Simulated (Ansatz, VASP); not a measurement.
**Rh: VASP beside Ansatz**

```xyz
2
Lattice="2.8129 0.0000 0.0000 -1.4065 2.4361 0.0000 0.0000 0.0000 4.3621" Properties=species:S:1:pos:R:3 pbc="T T T"
Rh    1.4065    0.8120    3.2715
Rh    0.0000    1.6240    1.0905
```

Change from the starting cell: strain +0.030 along x and y, -0.015 along z, atoms carried along.

Alike in both runs: task single point; functional PBEsol; k mesh 18 × 18 × 12; occupations gaussian, width 0.15 eV; no spin polarisation.

```csv
,VASP,Ansatz
version,VASP 6.6.1,Ansatz 0.2.0
potentials or method,"VASP PAW PBE potentials, release 64 (Rh_pv), cutoff 520 eV","scalar-relativistic, plane waves, PAW"
valence electrons in the cell,30,34
```

VASP gave:

| Quantity | Value |
| --- | --- |
| gap on the k mesh at the Fermi level (eV) | none |
| pressure (GPa) | -21.7 |
| traceless stress, the component that is largest in VASP (GPa) | 4.36 |

What did Ansatz give for the same quantities?

gap on the k mesh at the Fermi level (eV): none; pressure (GPa): -21.6; traceless stress, the component that is largest in VASP (GPa): 4.35.

VASP's potentials were made for PBE, not for PBEsol. A gap of «none» marks a metal or a gap that the smearing closes. VASP's potentials hold 30 valence electrons a cell and Ansatz's 34, so a difference there can come from the potentials and not from the codes.
